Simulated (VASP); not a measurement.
Here is a VASP 6.6.1 calculation.

The input INCAR:

```
SYSTEM = Sn
PREC = Accurate ; ENCUT = 520
EDIFF = 1E-7 ; ISMEAR = -1
SIGMA = 0.05 ; LREAL = .FALSE.
LASPH = .TRUE. ; NELM = 100
ALGO = Normal ; ISIF = 2
LWAVE = .FALSE. ; LCHARG = .TRUE.
GGA = PE ; LELF = .TRUE.
LVHAR = .TRUE. ; NBANDS = 21
```

File KPOINTS:

```
Automatic mesh
0
G
  8 8 8
  0 0 0
```

POSCAR

```
Sn
1.0
   -2.9401404553      2.9401404553      1.5993019889
    2.9401404553     -2.9401404553      1.5993019889
    2.9401404553      2.9401404553     -1.5993019889
Sn
2
Direct
    0.0000000000      0.0000000000      0.0000000000
    0.7500000000      0.2500000000      0.5000000000
```

Potentials or basis: VASP PAW PBE potentials, release 64 (Sn_d).

Run with:

```console
$ cat potpaw_PBE.64/Sn_d/POTCAR > POTCAR
$ mpirun -np 1 vasp_std > vasp.out
```

Problem. Estimate the pressure.

Solution. 1.4 GPa.

Problem. What does it give for the band gap on the k mesh?

Solution. Zero (bands 14 and 15 overlap by 3.60 eV).

Stress tensor (GPa, compression positive):
```
0.93 0.00 0.00
0.00 0.93 0.00
0.00 0.00 2.30
```

Caveat: spin-orbit coupling is left out, which moves the levels of the heavy elements.
